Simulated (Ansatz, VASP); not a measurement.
# One calculation of K, two programs

```
K
1.0
     4.23966    0.25863   -0.25863
     0.25863    4.23966   -0.25863
    -0.25863   -0.25863    4.23966
K
1
Cartesian
  0.0000 0.0000 0.0000
```

Alike in both runs: task single point; functional PBEsol; k mesh 9 × 9 × 9; occupations gaussian, width 0.1 eV; no spin polarisation.

|  | VASP | Ansatz |
| --- | --- | --- |
| version | VASP 6.6.1 | Ansatz 0.2.0 |
| potentials or method | VASP PAW PBE potentials, release 64 (K_sv), cutoff 520 eV | scalar-relativistic, plane waves, PAW |
| valence electrons in the cell | 9 | 9 |

```csv
,VASP,Ansatz,Ansatz less VASP
gap on the k mesh at the Fermi level (eV),none,none,-
pressure (GPa),0.0,0.0,+0.01
"traceless stress, the component that is largest in VASP (GPa)",0.18,0.18,0.000
```

VASP's potentials were made for PBE, not for PBEsol. A gap of «none» marks a metal or a gap that the smearing closes. The functional is the same, so the differences come from potentials, cutoffs and numerics.
